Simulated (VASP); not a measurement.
Runs of VASP 6.6.1 on AlNi. The structure is that of space group P4/mmm (No. 123), or close to it. The cells are those of the table. 

```csv
cell,gap on the mesh (eV),pressure (GPa),moment (μB)
"a = 2.681, b = 2.681, c = 3.020 Å, angles 90.0, 90.0, 90.4°, 2 atoms",none,10.5,0.00
"a = 2.705, b = 2.705, c = 3.047 Å, angles 90.0, 90.0, 90.4°, 2 atoms",none,4.7,0.00
"a = 2.729, b = 2.729, c = 3.073 Å, angles 90.0, 90.0, 90.4°, 2 atoms",none,-0.3,0.00
"a = 2.752, b = 2.752, c = 3.099 Å, angles 90.0, 90.0, 90.4°, 2 atoms",none,-4.6,0.00
"a = 2.657, b = 2.657, c = 2.992 Å, angles 90.0, 90.0, 90.4°, 2 atoms",none,(a),0.00
"a = 2.775, b = 2.775, c = 3.125 Å, angles 90.0, 90.0, 90.4°, 2 atoms",none,-8.5,0.00
"a = 2.797, b = 2.797, c = 3.150 Å, angles 90.0, 90.0, 90.4°, 2 atoms",none,(b),0.00
```

Alike in all rows: task single point; level LDA; potentials or basis VASP PAW LDA potentials, release 64 (Al, Ni); spin collinear, ferromagnetic start; k mesh 10 × 10 × 9; cutoff (eV) 520; smearing fermi-dirac 0.05 eV.

Problem. Estimate the missing entries.

Solution. (a) 17.2; (b) -11.8.

Caveats: the cell stands under pressure (at least some runs); the cell stands under tension (at least some runs).

A gap of «none» marks levels without a gap at the run's occupations.
